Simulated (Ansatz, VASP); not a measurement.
**Si in VASP and in Ansatz**

```
CELL_PARAMETERS angstrom
0.00000 2.71547 2.71547
2.71547 0.00000 2.71547
2.71547 2.71547 0.00000
ATOMIC_POSITIONS crystal
Si 0.50921 0.50921 0.49079
Si 0.75000 0.75000 0.75000
```

Alike in both runs: task single point; functional PBE; k mesh 11 × 11 × 11; occupations fermi-dirac, width 0.08 eV; no spin polarisation.

|  | VASP | Ansatz |
| --- | --- | --- |
| version | VASP 6.6.1 | Ansatz 0.2.0 |
| potentials or method | VASP PAW PBE potentials, release 64 (Si), cutoff 520 eV | all-electron LAPW, scalar-relativistic |

|  | VASP | Ansatz | Ansatz less VASP |
| --- | --- | --- | --- |
| pressure (GPa) | 2.0 | 2.1 | +0.05 |
| traceless stress, the component that is largest in VASP (GPa) | 2.00 | 2.01 | +0.012 |
| rms of the force components (eV/Å) | 0.389 | 0.390 | +0.0007 |

Atom by atom the forces differ by 0.001 eV/Å (rms over components). Ansatz ran all-electron here, and VASP with PAW potentials.
